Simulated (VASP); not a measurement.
# BP (F-43m) in VASP: further runs

BP is run at these levels: r2SCAN0, PBEsol; tasks: single point.

All numbers are computed with VASP 6.6.1; they aren't measurements. Logs are shortened: lines on timing, memory, paths and dates and some standing lists are left out, and cuts for length are marked.

## (1) The cell of the first run

It takes space group F-43m (No. 216, cubic). The conventional cell has a = 4.627 Å, b = 4.627 Å, c = 4.627 Å, α = 90.00°, β = 90.00°, γ = 90.00°. P (site symmetry -43m) has 4 B at 2.00 Å within 2.7 Å. B (site symmetry -43m) has 4 P at 2.00 Å within 2.7 Å.

## (2) Single point, r2SCAN0

POSCAR reads:

```
BP
1.0
    0.0000000000      2.3135014941      2.3135014941
    2.3135014941      0.0000000000      2.3135014941
    2.3135014941      2.3135014941      0.0000000000
P B
1 1
Direct
    0.7500000000      0.7500000000      0.7500000000
    0.0000000000      0.0000000000      0.0000000000
```

INCAR.step1 reads:

```
ALGO = Normal
EDIFF = 1E-5
ENCUT = 520
GGA = PE
ISIF = 2
ISMEAR = -1
LASPH = T
LREAL = F
LWAVE = T
NBANDS = 11
NELM = 80
PREC = Accurate
SIGMA = 0.05
```

INCAR.step2 reads:

```
AEXX = 0.25
ALGO = Normal
EDIFF = 1E-7
ENCUT = 520
ISIF = 2
ISMEAR = -1
ISTART = 1
LASPH = T
LCHARG = T
LELF = T
LHFCALC = T
LMIXTAU = T
LREAL = F
LVHAR = T
LWAVE = F
METAGGA = R2SCAN
NBANDS = 11
NELM = 80
PREC = Accurate
PRECFOCK = Normal
SIGMA = 0.05
```

KPOINTS reads:

```
k-points
0
Gamma
  5 5 5
```

Potentials or basis: VASP PAW PBE potentials, release 64 (P, B).

Command:

```
$ cat potpaw_PBE.64/P/POTCAR potpaw_PBE.64/B/POTCAR > POTCAR
$ cp INCAR.step1 INCAR
$ mpirun -np 1 vasp_std > vasp.out
$ cp INCAR.step2 INCAR
$ mpirun -np 1 vasp_std > vasp.out
```

OUTCAR:

```text
AEXX = 0.25
   EDIFF = 1E-7
   ENCUT = 520
   ISIF = 2
   ISMEAR = -1
   ISTART = 1
   LASPH = T
   LHFCALC = T
   LREAL = F
   METAGGA = R2SCAN
   NELM = 80
   PREC = Accurate
   PRECFOCK = Normal

 ion  position               nearest neighbor table
   1  0.750  0.750  0.750-   2 2.00   2 2.00   2 2.00   2 2.00
   2  0.000  0.000  0.000-   1 2.00   1 2.00   1 2.00   1 2.00

  LATTYP: Found a face centered cubic cell.
 ALAT       =     4.6270029882

  Lattice vectors:

 A1 = (   0.0000000000,   2.3135014941,   2.3135014941)
 A2 = (   2.3135014941,   0.0000000000,   2.3135014941)
 A3 = (   2.3135014941,   2.3135014941,   0.0000000000)

Analysis of symmetry for initial positions (statically):
=====================================================================
 Subroutine PRICEL returns:
 Original cell was already a primitive cell.

 Routine SETGRP: Setting up the symmetry group for a
 face centered cubic supercell.

 Subroutine GETGRP returns: Found 24 space group operations
 (whereof 24 operations were pure point group operations)
 out of a pool of 48 trial point group operations.

The static configuration has the point symmetry T_d .

Analysis of symmetry for dynamics (positions and initial velocities):
=====================================================================
 Subroutine PRICEL returns:
 Original cell was already a primitive cell.

 Routine SETGRP: Setting up the symmetry group for a
 face centered cubic supercell.

 Subroutine GETGRP returns: Found 24 space group operations
 (whereof 24 operations were pure point group operations)
 out of a pool of 48 trial point group operations.

The dynamic configuration has the point symmetry T_d .

 Subroutine INISYM returns: Found 24 space group operations
 (whereof 24 operations are pure point group operations),
 and found     1 'primitive' translations

----------------------------------------------------------------------------------------

                                     Primitive cell

  volume of cell :      24.7651

  direct lattice vectors                    reciprocal lattice vectors
     0.000000000  2.313501494  2.313501494    -0.216122618  0.216122618  0.216122618
     2.313501494  0.000000000  2.313501494     0.216122618 -0.216122618  0.216122618
     2.313501494  2.313501494  0.000000000     0.216122618  0.216122618 -0.216122618

  length of vectors
     3.271785190  3.271785190  3.271785190     0.374335355  0.374335355  0.374335355

  position of ions in fractional coordinates (direct lattice)
     0.750000000  0.750000000  0.750000000
     0.000000000  0.000000000  0.000000000

  ion indices of the primitive-cell ions
   primitive index   ion index
                 1           1
                 2           2

----------------------------------------------------------------------------------------

 KPOINTS: k-points

Automatic generation of k-mesh.
 Grid dimensions read from file:
 generate k-points for:    5    5    5

 Generating k-lattice:

  Cartesian coordinates                     Fractional coordinates (reciprocal lattice)
    -0.043224524  0.043224524  0.043224524     0.200000000  0.000000000  0.000000000
     0.043224524 -0.043224524  0.043224524     0.000000000  0.200000000  0.000000000
     0.043224524  0.043224524 -0.043224524     0.000000000  0.000000000  0.200000000

  Length of vectors
     0.074867071  0.074867071  0.074867071

  Shift w.r.t. Gamma in fractional coordinates (k-lattice)
     0.000000000  0.000000000  0.000000000

 Subroutine IBZKPT returns following result:
 ===========================================

 Found     10 irreducible k-points:

 Following reciprocal coordinates:
            Coordinates               Weight
  0.000000  0.000000  0.000000      1.000000
  0.200000  0.000000  0.000000      8.000000
  0.400000  0.000000  0.000000      8.000000
  0.200000  0.200000  0.000000      6.000000
  0.400000  0.200000  0.000000     24.000000
 -0.400000  0.200000  0.000000     24.000000
 -0.200000  0.200000  0.000000     12.000000
  0.400000  0.400000  0.000000      6.000000
 -0.400000  0.400000  0.000000     12.000000
 -0.400000  0.400000  0.200000     24.000000
   k-points           NKPTS =     10   k-points in BZ     NKDIM =    125   number of bands    NBANDS=     11
   number of dos      NEDOS =    301   number of ions     NIONS =      2
   total plane-waves  NPLWV =  13824
   dimension x,y,z NGX =    24 NGY =   24 NGZ =   24
   dimension x,y,z NGXF=    48 NGYF=   48 NGZF=   48
   ions per type =               1   1
   NGX,Y,Z   is equivalent  to a cutoff of  12.19, 12.19, 12.19 a.u.
   NGXF,Y,Z  is equivalent  to a cutoff of  24.39, 24.39, 24.39 a.u.
 SYSTEM =  unknown system
   PREC   = accura    normal or accurate (medium, high low for compatibility)
   ISTART =      1    job   : 0-new  1-cont  2-samecut
   ICHARG =      0    charge: 1-file 2-atom 10-const
   ISPIN  =      1    spin polarized calculation?
   LNONCOLLINEAR =      F non collinear calculations
   LSORBIT =      F    spin-orbit coupling
   LASPH  =      T    aspherical Exc in radial PAW
   ENCUT  =  520.0 eV  38.22 Ry    6.18 a.u.   6.08  6.08  6.08*2*pi/ulx,y,z
   NELM   =     80;   NELMIN=  2; NELMDL=  0     # of ELM steps
   EDIFF  = 0.1E-06   stopping-criterion for ELM
   LREAL  =      F    real-space projection
   EDIFFG = 0.1E-05   stopping-criterion for IOM
   NSW    =      0    number of steps for IOM
   IBRION =     -1    ionic relax: 0-MD 1-quasi-New 2-CG
   NFREE  =      0    steps in history (QN), initial steepest desc. (CG)
   ISIF   =      2    stress and relaxation
   ISYM   =      3    0-nonsym 1-usesym 2-fastsym
   POTIM  = 0.5000    time-step for ionic-motion
   TEBEG  =    0.0;   TEEND  =   0.0 temperature during run
   PSTRESS=    0.0 pullay stress
   NELECT =       8.0000    total number of electrons
   NUPDOWN=      -1.0000    fix difference up-down
   EMIN   =  10.00;   EMAX   =-10.00  energy-range for DOS
   EFERMI =   0.00;   METHOD = LEGACY
   ISMEAR =    -1;   SIGMA  =   0.05  broadening in eV -4-tet -1-fermi 0-gaus
   EFERMI_NEDOS =   21; number of points for ismear=-14 and -15
   IALGO  =     38    algorithm
   IMIX   =      1    mixing-type and parameters
     AMIX     =   0.40;   BMIX     =  1.00
     AMIX_MAG =   1.60;   BMIX_MAG =  1.00
  volume/ion in A,a.u.               =      12.38        83.56
  Fermi-wavevector in a.u.,A,eV,Ry     =   1.123290  2.122709 17.167550  1.261779
  Thomas-Fermi vector in A             =   2.259955
   LORBIT       =      0    0 simple, 1 ext, 2 COOP (PROOUT), +10 PAW based schemes
   METAGGA = R2SCAN    functional components
   LHFCALC =     T    Hartree Fock is set to
   PRECFOCK=normal    Normal, Fast or Accurate (Low or Medium for compatibility)
   ENCUT4O =  -1.0   cutoff for four orbital integrals eV
   NKREDX  =     1    reduce k-point grid by
   NKREDY  =     1    reduce k-point grid by
   NKREDZ  =     1    reduce k-point grid by
   AEXX    =    0.2500 exact exchange contribution
   HFSCREEN=    0.0000 screening length (either q_TF or 0.3 A-1)
   HFSCREENC=   0.0000 screening length for correlation (either q_TF or 0.3 A-1)
   ENCUTFOCK=  -1.0 apply spherical cutoff to Coloumb kernel
   IVDW    =     0    specifies the selected vdW correction
   LEPSILON=     F    determine dielectric tensor
   LRPA    =     F    only Hartree local field effects (RPA)
 non-spin polarized calculation
  energy-cutoff  :      520.00
  volume of cell :       24.77
 maximum number of plane-waves:       678
  NGX = 20; NGY = 20; NGZ = 20

 number of electron       7.9999999 magnetization

 Free energy of the ion-electron system (eV)
  ---------------------------------------------------
  ext. energy  EPLUGINS =         0.00000000
  ---------------------------------------------------
  free energy    TOTEN  =       -18.91405458 eV

  energy without entropy =      -18.91405458  energy(sigma->0) =      -18.91405458

 E-fermi :   6.9902     XC(G=0):  -8.7436

 val. band max:        5.9626995709   @ k =   0.0000   0.0000   0.0000
 cond. band min:       8.8514074753   @ k =   0.4000   0.4000   0.0000
 fundamental gap:      2.8887079044
 Fermi energy:         6.9901502128

 k-point     1 :       0.0000    0.0000    0.0000
  band No.  band energies     occupation
      1     -11.1244      2.00000
      2       5.9627      2.00000
      3       5.9627      2.00000
      4       5.9627      2.00000
      5      11.0637      0.00000
      6      11.0637      0.00000
      7      11.0637      0.00000
      8      14.7923      0.00000
      9      19.4319      0.00000
     10      20.2992      0.00000
     11      20.2992      0.00000

 k-point     2 :       0.2000    0.0000    0.0000
  band No.  band energies     occupation
      1     -10.3557      2.00000
      2       1.9680      2.00000
      3       5.0503      2.00000
      4       5.0503      2.00000
      5      11.6205      0.00000
      6      12.2831      0.00000
      7      12.2831      0.00000
      8      16.8769      0.00000
      9      18.9776      0.00000
     10      18.9776      0.00000
     11      20.9336      0.00000

 k-point     3 :       0.4000    0.0000    0.0000
  band No.  band energies     occupation
      1      -8.3005      2.00000
      2      -2.8610      2.00000
      3       4.1451      2.00000
      4       4.1451      2.00000
      5      11.3209      0.00000
      6      12.6301      0.00000
      7      12.6301      0.00000
      8      18.3667      0.00000
      9      21.3901      0.00000
     10      21.3901      0.00000
     11      22.1230      0.00000
[... 71 lines left out ...]
 k-point     9 :      -0.4000    0.4000    0.0000
  band No.  band energies     occupation
      1      -5.8206      2.00000
      2      -3.3829      2.00000
      3      -0.2834      2.00000
      4       1.9216      2.00000
      5       9.5769      0.00000
      6      12.5130      0.00000
      7      18.7020      0.00000
      8      19.3081      0.00000
      9      20.6742      0.00000
     10      22.0505      0.00000
     11      26.4826      0.00000

 k-point    10 :      -0.4000    0.4000    0.2000
  band No.  band energies     occupation
      1      -6.5558      2.00000
      2      -2.4932      2.00000
      3      -0.0829      2.00000
      4       1.3884      2.00000
      5      12.4864      0.00000
      6      13.5043      0.00000
      7      14.5948      0.00000
      8      18.6709      0.00000
      9      19.7658      0.00000
     10      22.7731      0.00000
     11      26.2621      0.00000

------------------------ aborting loop because EDIFF is reached ----------------------------------------

  FORCE on cell =-STRESS in cart. coord.  units (eV):
  Direction    XX          YY          ZZ          XY          YZ          ZX
  --------------------------------------------------------------------------------------
  -------------------------------------------------------------------------------------
  Total       -1.7759503     -1.7759503     -1.7759503      0.0000000      0.0000000      0.0000000
  in kB     -114.8952396   -114.8952396   -114.8952396      0.0000000      0.0000000      0.0000000
  external PRESSURE =    -114.8952396 kB  Pullay stress =       0.0000000 kB

 VOLUME and BASIS-vectors are now :
 -----------------------------------------------------------------------------
  energy-cutoff  :      520.00
  volume of cell :       24.77
      direct lattice vectors                 reciprocal lattice vectors
     0.000000000  2.313501494  2.313501494    -0.216122618  0.216122618  0.216122618
     2.313501494  0.000000000  2.313501494     0.216122618 -0.216122618  0.216122618
     2.313501494  2.313501494  0.000000000     0.216122618  0.216122618 -0.216122618

 POSITION                                       TOTAL-FORCE (eV/Angst)
 -----------------------------------------------------------------------------------
      3.47025      3.47025      3.47025         0.000000      0.000000      0.000000
      0.00000      0.00000      0.00000        -0.000000     -0.000000     -0.000000
 -----------------------------------------------------------------------------------
    total drift:                               -0.000000     -0.000000     -0.000000

  FREE ENERGIE OF THE ION-ELECTRON SYSTEM (eV)
  ---------------------------------------------------
  free  energy   TOTEN  =       -18.9140545806 eV

  energy  without entropy=      -18.9140545805  energy(sigma->0) =      -18.91405458
```

Run time: 4.5 min. Hardware: 1 thread of AMD EPYC 7R43 (Zen 3), shared host; peak memory 0.11 GiB.

Results:

```
Free energy            : -18.9141 eV
Pressure               : -11.5 GPa
Band gap on the k mesh : 2.89 eV, indirect (least direct gap 5.10 eV)
```

Caveat: the k points lie up to 0.47 Å⁻¹ apart; the PAW data sets were made with another functional, which shifts forces and pressure a little.

## (3) Single point, PBEsol

This run uses another cell than the first one, of 11.54 Å³/atom, 0.932 times its volume.

INCAR reads:

```
ALGO     = Normal         # electronic algorithm
EDIFF    = 1E-6           # SCF threshold, eV
ENCUT    = 500            # plane-wave cutoff, eV
GGA      = PS             # functional
GGA_COMPAT= F            
ISIF     = 2              # what is computed and relaxed
ISMEAR   = -1             # smearing method
LASPH    = T              # aspherical terms in the spheres
LCHARG   = F              # write CHGCAR
LREAL    = F              # projectors in reciprocal space
LWAVE    = F              # write WAVECAR
NBANDS   = 11             # bands
NELM     = 120            # most SCF steps
PREC     = Accurate       # precision mode
SIGMA    = 0.05           # smearing width, eV
```

KPOINTS reads:

```
k-points
0
Gamma
  10 10 10
```

POSCAR reads:

```
BP
1.0
    0.0000000000      2.2600864163      2.2600864163
    2.2600864163      0.0000000000      2.2600864163
    2.2600864163      2.2600864163      0.0000000000
P B
1 1
Direct
    0.7500000000      0.7500000000      0.7500000000
    0.0000000000      0.0000000000      0.0000000000
```

Potentials or basis: VASP PAW PBE potentials, release 64 (P, B).

Command:

```
$ cat potpaw_PBE.64/P/POTCAR potpaw_PBE.64/B/POTCAR > POTCAR
$ mpirun -np 1 vasp_std > vasp.out
```

OUTCAR:

```text
EDIFF = 1E-6
   ENCUT = 500
   GGA = PS
   ISIF = 2
   ISMEAR = -1
   LASPH = T
   LREAL = F
   NELM = 120
   PREC = Accurate

 ion  position               nearest neighbor table
   1  0.750  0.750  0.750-   2 1.96   2 1.96   2 1.96   2 1.96
   2  0.000  0.000  0.000-   1 1.96   1 1.96   1 1.96   1 1.96

  LATTYP: Found a face centered cubic cell.
 ALAT       =     4.5201728326

  Lattice vectors:

 A1 = (   0.0000000000,   2.2600864163,   2.2600864163)
[... 511 lines left out ...]
      5       9.2486      0.00000
      6      11.0391      0.00000
      7      17.0770      0.00000
      8      17.0813      0.00000
      9      21.6163      0.00000
     10      22.8753      0.00000
     11      24.6338      0.00000

 [... further k-points ...]
[... 5 lines left out ...]
  --------------------------------------------------------------------------------------
  -------------------------------------------------------------------------------------
  Total        0.0155175      0.0155175      0.0155175     -0.0000000      0.0000000     -0.0000000
  in kB        1.0767835      1.0767835      1.0767835     -0.0000000      0.0000000     -0.0000000
  external PRESSURE =       1.0767835 kB  Pullay stress =       0.0000000 kB

 VOLUME and BASIS-vectors are now :
 -----------------------------------------------------------------------------
  energy-cutoff  :      500.00
  volume of cell :       23.09
      direct lattice vectors                 reciprocal lattice vectors
     0.000000000  2.260086416  2.260086416    -0.221230479  0.221230479  0.221230479
     2.260086416  0.000000000  2.260086416     0.221230479 -0.221230479  0.221230479
     2.260086416  2.260086416  0.000000000     0.221230479  0.221230479 -0.221230479

 POSITION                                       TOTAL-FORCE (eV/Angst)
 -----------------------------------------------------------------------------------
      3.39013      3.39013      3.39013         0.000000      0.000000      0.000000
      0.00000      0.00000      0.00000        -0.000000     -0.000000     -0.000000
 -----------------------------------------------------------------------------------
    total drift:                               -0.000000     -0.000000     -0.000000

  FREE ENERGIE OF THE ION-ELECTRON SYSTEM (eV)
  ---------------------------------------------------
  free  energy   TOTEN  =       -13.6732880841 eV

  energy  without entropy=      -13.6732879249  energy(sigma->0) =      -13.67328800
```

It took 11 s on 1 thread of Intel Xeon 8259CL, shared host; peak memory 0.13 GiB.

Results:

- Free energy: -13.6733 eV
- Pressure: 0.1 GPa
- Band gap on the k mesh: 1.12 eV, indirect (least direct gap 3.37 eV)

Levels at points of the mesh, in eV from the valence-band top:
```
           k point  band 1  band 2  band 3  band 4  band 5  band 6  band 7  band 8
(0.00, 0.00, 0.00)  -15.60    0.00    0.00    0.00    3.37    3.37    3.37    7.52
(0.50, 0.00, 0.00)  -12.21   -9.18   -1.78   -1.78    3.80    4.66    4.66    9.97
(0.50, 0.50, 0.00)  -10.67   -8.66   -4.19   -4.19    1.20    1.51   12.21   12.21
```

Caveat: the PAW data sets were made with another functional, which shifts forces and pressure a little. As with any semilocal functional, this PBEsol gap is likely too small.
